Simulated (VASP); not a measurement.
# CdS (Pmmm) in VASP: a series of runs

Runs on CdS. Level: PBE. Tasks: single point, relaxation of cell and atoms.

All numbers are computed with VASP 6.6.1; they aren't measurements. Logs are shortened: lines on timing, memory, paths and dates and some standing lists are left out, and cuts for length are marked.

**1. The cell of the first run**

Symmetry: Pmmm, No. 47, orthorhombic system. The conventional cell has a = 3.529 Å, b = 5.544 Å, c = 7.389 Å, α = 90.00°, β = 90.00°, γ = 90.00°. Within 3.6 Å of Cd (site symmetry mm2) lie 2 S at 2.60 Å and 3 Cd at 2.66 to 3.53 Å. S (site symmetry m2m) has 1 S at 2.16 Å and 2 Cd at 2.60 Å within 2.9 Å.

The cell was generated, and may not be a known phase.

**2. Single point, PBE**

INCAR reads:

```
PREC = Accurate ; ENCUT = 520
EDIFF = 1E-7 ; ISMEAR = 0
SIGMA = 0.1 ; LREAL = False
LASPH = True ; NELM = 100
ALGO = Normal ; ISIF = 2
LWAVE = False ; LCHARG = True
GGA = PE ; LELF = True
LVHAR = True ; NBANDS = 26
```

KPOINTS reads:

```
regular mesh
0
Gamma
  6 4 4
```

POSCAR reads:

```
CdS
1.0
    3.5289216993      0.0000000000      0.0000000000
    0.0000000000      5.5436469730      0.0000000000
    0.0000000000      0.0000000000      7.3887548709
Cd S
2 2
Direct
    0.5000000000      0.0000000000      0.1798597743
    0.5000000000      0.0000000000      0.8201402257
    0.5000000000      0.8055884152      0.5000000000
    0.5000000000      0.1944115848      0.5000000000
```

Potentials or basis: VASP PAW PBE potentials, release 64 (Cd, S).

Run with:

```bash
cat potpaw_PBE.64/Cd/POTCAR potpaw_PBE.64/S/POTCAR > POTCAR
mpirun -np 1 vasp_std > vasp.out
```

OUTCAR:

```text
PREC = Accurate
   ENCUT = 520
   EDIFF = 1E-7
   ISMEAR = 0
   LREAL = False
   LASPH = True
   NELM = 100
   ISIF = 2
   GGA = PE

 ion  position               nearest neighbor table
   1  0.500  0.000  0.180-   3 2.60   4 2.60   2 2.66
   2  0.500  0.000  0.820-   3 2.60   4 2.60   1 2.66
   3  0.500  0.806  0.500-   4 2.16   2 2.60   1 2.60
   4  0.500  0.194  0.500-   3 2.16   2 2.60   1 2.60

  LATTYP: Found a simple orthorhombic cell.
 ALAT       =     3.5289216993
 B/A-ratio  =     1.5709181006
 C/A-ratio  =     2.0937712708

  Lattice vectors:

 A1 = (   3.5289216993,   0.0000000000,   0.0000000000)
 A2 = (   0.0000000000,   5.5436469730,   0.0000000000)
 A3 = (   0.0000000000,   0.0000000000,   7.3887548709)

Analysis of symmetry for initial positions (statically):
=====================================================================
 Subroutine PRICEL returns:
 Original cell was already a primitive cell.

 Routine SETGRP: Setting up the symmetry group for a
 simple orthorhombic supercell.

 Subroutine GETGRP returns: Found  8 space group operations
 (whereof  8 operations were pure point group operations)
 out of a pool of  8 trial point group operations.

The static configuration has the point symmetry D_2h.

Analysis of symmetry for dynamics (positions and initial velocities):
=====================================================================
 Subroutine PRICEL returns:
 Original cell was already a primitive cell.

 Routine SETGRP: Setting up the symmetry group for a
 simple orthorhombic supercell.

 Subroutine GETGRP returns: Found  8 space group operations
 (whereof  8 operations were pure point group operations)
 out of a pool of  8 trial point group operations.

The dynamic configuration has the point symmetry D_2h.

 Subroutine INISYM returns: Found  8 space group operations
 (whereof  8 operations are pure point group operations),
 and found     1 'primitive' translations

----------------------------------------------------------------------------------------

                                     Primitive cell

  volume of cell :     144.5469

  direct lattice vectors                    reciprocal lattice vectors
     3.528921699  0.000000000  0.000000000     0.283372680  0.000000000  0.000000000
     0.000000000  5.543646973  0.000000000     0.000000000  0.180386667  0.000000000
     0.000000000  0.000000000  7.388754871     0.000000000  0.000000000  0.135340801

  length of vectors
     3.528921699  5.543646973  7.388754871     0.283372680  0.180386667  0.135340801

  position of ions in fractional coordinates (direct lattice)
     0.500000000  0.000000000  0.179859774
     0.500000000  0.000000000  0.820140226
     0.500000000  0.805588415  0.500000000
     0.500000000  0.194411585  0.500000000

  ion indices of the primitive-cell ions
   primitive index   ion index
                 1           1
                 2           2
                 3           3
                 4           4

----------------------------------------------------------------------------------------

 KPOINTS: regular mesh

Automatic generation of k-mesh.
 Grid dimensions read from file:
 generate k-points for:    6    4    4

 Generating k-lattice:

  Cartesian coordinates                     Fractional coordinates (reciprocal lattice)
     0.047228780  0.000000000  0.000000000     0.166666667  0.000000000  0.000000000
     0.000000000  0.045096667  0.000000000     0.000000000  0.250000000  0.000000000
     0.000000000  0.000000000  0.033835200     0.000000000  0.000000000  0.250000000

  Length of vectors
     0.047228780  0.045096667  0.033835200

  Shift w.r.t. Gamma in fractional coordinates (k-lattice)
     0.000000000  0.000000000  0.000000000

 Subroutine IBZKPT returns following result:
 ===========================================

 Found     36 irreducible k-points:

 Following reciprocal coordinates:
            Coordinates               Weight
  0.000000  0.000000  0.000000      1.000000
  0.166667  0.000000  0.000000      2.000000
  0.333333  0.000000  0.000000      2.000000
  0.500000  0.000000  0.000000      1.000000
  0.000000  0.250000  0.000000      2.000000
  0.166667  0.250000  0.000000      4.000000
[... 16 lines left out ...]
  0.333333  0.500000  0.250000      4.000000
  0.500000  0.500000  0.250000      2.000000
 [... further k-points ...]
   k-points           NKPTS =     36   k-points in BZ     NKDIM =     36   number of bands    NBANDS=     26
   number of dos      NEDOS =    301   number of ions     NIONS =      4
   total plane-waves  NPLWV =  65856
   dimension x,y,z NGX =    28 NGY =   42 NGZ =   56
   dimension x,y,z NGXF=    56 NGYF=   84 NGZF=  112
   ions per type =               2   2
   NGX,Y,Z   is equivalent  to a cutoff of  13.19, 12.60, 12.60 a.u.
   NGXF,Y,Z  is equivalent  to a cutoff of  26.38, 25.19, 25.20 a.u.
 SYSTEM =  unknown system
   PREC   = accura    normal or accurate (medium, high low for compatibility)
   ISTART =      0    job   : 0-new  1-cont  2-samecut
   ICHARG =      2    charge: 1-file 2-atom 10-const
   ISPIN  =      1    spin polarized calculation?
   LNONCOLLINEAR =      F non collinear calculations
   LSORBIT =      F    spin-orbit coupling
   LASPH  =      T    aspherical Exc in radial PAW
   ENCUT  =  520.0 eV  38.22 Ry    6.18 a.u.   6.56 10.31 13.74*2*pi/ulx,y,z
   NELM   =    100;   NELMIN=  2; NELMDL= -5     # of ELM steps
   EDIFF  = 0.1E-06   stopping-criterion for ELM
   LREAL  =      F    real-space projection
   EDIFFG = 0.1E-05   stopping-criterion for IOM
   NSW    =      0    number of steps for IOM
   IBRION =     -1    ionic relax: 0-MD 1-quasi-New 2-CG
   NFREE  =      0    steps in history (QN), initial steepest desc. (CG)
   ISIF   =      2    stress and relaxation
   ISYM   =      2    0-nonsym 1-usesym 2-fastsym
   POTIM  = 0.5000    time-step for ionic-motion
   TEBEG  =    0.0;   TEEND  =   0.0 temperature during run
   PSTRESS=    0.0 pullay stress
   NELECT =      36.0000    total number of electrons
   NUPDOWN=      -1.0000    fix difference up-down
   EMIN   =  10.00;   EMAX   =-10.00  energy-range for DOS
   EFERMI =   0.00;   METHOD = LEGACY
   ISMEAR =     0;   SIGMA  =   0.10  broadening in eV -4-tet -1-fermi 0-gaus
   EFERMI_NEDOS =   21; number of points for ismear=-14 and -15
   IALGO  =     38    algorithm
   IMIX   =      4    mixing-type and parameters
     AMIX     =   0.40;   BMIX     =  1.00
     AMIX_MAG =   1.60;   BMIX_MAG =  1.00
  volume/ion in A,a.u.               =      36.14       243.86
  Fermi-wavevector in a.u.,A,eV,Ry     =   1.030005  1.946427 14.434564  1.060911
  Thomas-Fermi vector in A             =   2.164081
   LORBIT       =      0    0 simple, 1 ext, 2 COOP (PROOUT), +10 PAW based schemes
   GGA     = PE    functional components
   LHFCALC =     F    Hartree Fock is set to
   AEXX    =    0.0000 exact exchange contribution
   IVDW    =     0    specifies the selected vdW correction
   LEPSILON=     F    determine dielectric tensor
   LRPA    =     F    only Hartree local field effects (RPA)
 non-spin polarized calculation
 Gauss-broadening in eV      SIGMA  =   0.10
  energy-cutoff  :      520.00
  volume of cell :      144.55
 maximum number of plane-waves:      3920
 NGX is ok and might be reduce to    28
   NGX = 13   NGY = 21   NGZ = 27

 number of electron      36.0000011 magnetization

 Free energy of the ion-electron system (eV)
  ---------------------------------------------------
  ext. energy  EPLUGINS =         0.00000000
  ---------------------------------------------------
  free energy    TOTEN  =        -8.79117971 eV

  energy without entropy =       -8.78317198  energy(sigma->0) =       -8.78717585

 E-fermi :   0.5329     XC(G=0):  -7.3320

 val. band max:        0.5098181161   @ k =   0.1667   0.0000   0.5000
 cond. band min:       0.5625082001   @ k =   0.5000   0.2500   0.2500
 fundamental gap:      0.0526900840
 Fermi energy:         0.5329352607

 k-point     1 :       0.0000    0.0000    0.0000
  band No.  band energies     occupation
      1     -14.6470      2.00000
      2     -10.6779      2.00000
      3      -8.8801      2.00000
      4      -8.5186      2.00000
      5      -8.4731      2.00000
      6      -8.4487      2.00000
[... 18 lines left out ...]
     25       6.7271      0.00000
     26       6.7795      0.00000

 k-point     2 :       0.1667    0.0000    0.0000
  band No.  band energies     occupation
      1     -14.5713      2.00000
      2     -10.6041      2.00000
      3      -8.8533      2.00000
      4      -8.5760      2.00000
      5      -8.4003      2.00000
      6      -8.3717      2.00000
[... 18 lines left out ...]
     25       5.7302      0.00000
     26       7.0247      0.00000

 k-point     3 :       0.3333    0.0000    0.0000
  band No.  band energies     occupation
      1     -14.4118      2.00000
      2     -10.4491      2.00000
      3      -8.8094      2.00000
      4      -8.6846      2.00000
      5      -8.3425      2.00000
      6      -8.2496      2.00000
[... 18 lines left out ...]
     25       5.9323      0.00000
     26       6.5458      0.00000

 k-point     4 :       0.5000    0.0000    0.0000
  band No.  band energies     occupation
      1     -14.3274      2.00000
      2     -10.3677      2.00000
      3      -8.7838      2.00000
      4      -8.7457      2.00000
      5      -8.3789      2.00000
      6      -8.2715      2.00000
[... 18 lines left out ...]
     25       5.8278      0.00000
     26       7.0975      0.00000
[... 496 lines left out ...]
      1     -14.4742      2.00000
      2     -10.9402      2.00000
      3      -9.0540      2.00000
      4      -8.5828      2.00000
      5      -8.5638      2.00000
      6      -8.3889      2.00000
[... 18 lines left out ...]
     25       7.5539      0.00000
     26       8.6504      0.00000

 k-point    23 :       0.3333    0.5000    0.2500
  band No.  band energies     occupation
      1     -14.3183      2.00000
      2     -10.7624      2.00000
      3      -9.0219      2.00000
      4      -8.6687      2.00000
      5      -8.5631      2.00000
      6      -8.3403      2.00000
[... 18 lines left out ...]
     25       7.1433      0.00000
     26       7.3746      0.00000

 k-point    24 :       0.5000    0.5000    0.2500
  band No.  band energies     occupation
      1     -14.2358      2.00000
      2     -10.6675      2.00000
      3      -9.0066      2.00000
      4      -8.7205      2.00000
      5      -8.5520      2.00000
      6      -8.3798      2.00000
[... 18 lines left out ...]
     25       6.6980      0.00000
     26       7.3456      0.00000

 [... further k-points ...]

------------------------ aborting loop because EDIFF is reached ----------------------------------------

  FORCE on cell =-STRESS in cart. coord.  units (eV):
  Direction    XX          YY          ZZ          XY          YZ          ZX
  --------------------------------------------------------------------------------------
  -------------------------------------------------------------------------------------
  Total        0.0010888      0.0951847      0.3671520     -0.0000000      0.0000000      0.0000000
  in kB        0.0120685      1.0550398      4.0695612     -0.0000000      0.0000000      0.0000000
  external PRESSURE =       1.7122232 kB  Pullay stress =       0.0000000 kB

 VOLUME and BASIS-vectors are now :
 -----------------------------------------------------------------------------
  energy-cutoff  :      520.00
  volume of cell :      144.55
      direct lattice vectors                 reciprocal lattice vectors
     3.528921699  0.000000000  0.000000000     0.283372680  0.000000000  0.000000000
     0.000000000  5.543646973  0.000000000     0.000000000  0.180386667  0.000000000
     0.000000000  0.000000000  7.388754871     0.000000000  0.000000000  0.135340801

 POSITION                                       TOTAL-FORCE (eV/Angst)
 -----------------------------------------------------------------------------------
      1.76446      0.00000      1.32894         0.000000     -0.000000     -0.008184
      1.76446      0.00000      6.05982         0.000000     -0.000000      0.008184
      1.76446      4.46590      3.69438        -0.000000      0.043825      0.000000
      1.76446      1.07775      3.69438        -0.000000     -0.043825     -0.000000
 -----------------------------------------------------------------------------------
    total drift:                                0.000000      0.000000      0.000000

  FREE ENERGIE OF THE ION-ELECTRON SYSTEM (eV)
  ---------------------------------------------------
  free  energy   TOTEN  =        -8.7911797124 eV

  energy  without entropy=       -8.7831719819  energy(sigma->0) =       -8.78717585
```

Wall time 60 s (1 thread of AMD EPYC 9R45 (Zen 5), shared host); peak memory 0.27 GiB.

Results:

| Property | Result |
| --- | --- |
| Free energy | -8.7912 eV |
| Pressure | 0.2 GPa |
| Largest force | 0.044 eV/Å |
| Band gap on the k mesh | zero (bands 18 and 19 overlap by 0.95 eV) |

Forces on the atoms (eV/Å):
```
Cd   0.000  0.000 -0.008
Cd   0.000  0.000  0.008
S    0.000  0.044  0.000
S    0.000 -0.044  0.000
```

Levels at points of the mesh, in eV from the Fermi level:
```csv
k point,band 15,band 16,band 17,band 18,band 19,band 20,band 21,band 22
"(0.00, 0.00, 0.00)",-4.53,-2.01,-1.54,0.57,1.99,2.03,3.25,3.54
"(0.50, 0.00, 0.00)",-4.53,-2.22,-1.44,-1.10,0.42,1.61,3.46,4.19
"(0.00, 0.50, 0.00)",-3.98,-2.02,-1.91,0.32,0.65,0.87,2.18,3.41
"(0.50, 0.50, 0.00)",-3.74,-2.07,-1.95,-1.47,0.59,1.38,1.80,2.77
"(0.00, 0.00, 0.50)",-3.01,-1.98,-1.85,-1.07,0.57,3.28,3.43,4.06
"(0.50, 0.00, 0.50)",-4.41,-1.44,-1.34,-1.32,-0.36,1.20,3.01,3.66
"(0.00, 0.50, 0.50)",-2.90,-2.40,-1.88,-0.90,0.32,0.87,1.96,3.20
"(0.50, 0.50, 0.50)",-3.71,-1.95,-1.72,-1.22,-0.19,1.38,1.40,3.14
```

**3. Single point, PBE**

This run uses another cell than the first one, of 24.78 Å³/atom.

INCAR reads:

```
PREC = Accurate
ENCUT = 520
EDIFF = 1E-7
ISMEAR = 0
SIGMA = 0.1
LREAL = False
LASPH = True
NELM = 80
ALGO = Normal
ISIF = 2
LWAVE = False
LCHARG = False
GGA = PE
NBANDS = 26
```

KPOINTS reads:

```
Automatic mesh
0
Gamma
  6 4 4
```

POSCAR reads:

```
CdS
1.0
    3.6053027100      0.0000000000      0.0000000000
    0.0000000000      3.9801880600      0.0000000000
    0.0000000000      0.0000000000      6.9085855900
Cd S
2 2
Direct
    0.5000000000      0.0000000000      0.1788195300
    0.5000000000      0.0000000000      0.8211804700
    0.5000000000      0.7597398800      0.5000000000
    0.5000000000      0.2402601200      0.5000000000
```

Potentials or basis: VASP PAW PBE potentials, release 64 (Cd, S).

Run with:

```bash
cat potpaw_PBE.64/Cd/POTCAR potpaw_PBE.64/S/POTCAR > POTCAR
mpirun -np 1 vasp_std > vasp.out
```

Wall time 43 s (1 thread of AMD EPYC 9R45 (Zen 5), shared host); peak memory 0.22 GiB.

It converged, with:

```
Free energy            : -5.9920 eV
Pressure               : 20.5 GPa
Largest force          : 2.017 eV/Å
Band gap on the k mesh : zero (bands 18 and 19 overlap by 2.26 eV)
```

Forces on the atoms (eV/Å):
```
Cd   0.000  0.000 -0.900
Cd   0.000  0.000  0.900
S    0.000 -2.017  0.000
S    0.000  2.017  0.000
```

Stress tensor (GPa, compression positive):
```
 0.43  0.00  0.00
 0.00 36.45  0.00
 0.00  0.00 24.69
```

Levels at points of the mesh, in eV from the Fermi level:
```
           k point  band 15  band 16  band 17  band 18  band 19  band 20  band 21  band 22
(0.00, 0.00, 0.00)    -5.38    -4.54    -0.10     1.51     2.11     2.44     4.46     4.67
(0.50, 0.00, 0.00)    -6.58    -3.27    -0.22     0.03     0.18     0.87     4.22     4.32
(0.00, 0.50, 0.00)    -3.73    -3.11    -1.98    -0.88    -0.32     1.43     3.78     4.61
(0.50, 0.50, 0.00)    -3.94    -3.32    -2.09     0.11     0.42     0.99     2.18     2.22
(0.00, 0.00, 0.50)    -4.45    -3.96    -1.54    -0.55     1.52     3.83     4.38     5.06
(0.50, 0.00, 0.50)    -6.33    -2.30    -1.24    -0.19     0.03     0.42     2.77     4.73
(0.00, 0.50, 0.50)    -3.03    -2.78    -1.98    -1.03     0.65     0.90     1.21     2.81
(0.50, 0.50, 0.50)    -3.94    -3.78    -1.12    -0.31    -0.06     1.15     2.59     2.91
```

Caveat: the k points lie up to 0.39 Å⁻¹ apart, too coarse for converged energies and pressures of a metal; forces of over 1 eV/Å act on the atoms, so gaps and moduli don't describe the material at rest.

[end of part 1 of 2]

The gap in the log of VASP goes by the Fermi energy; the results here count the filled bands.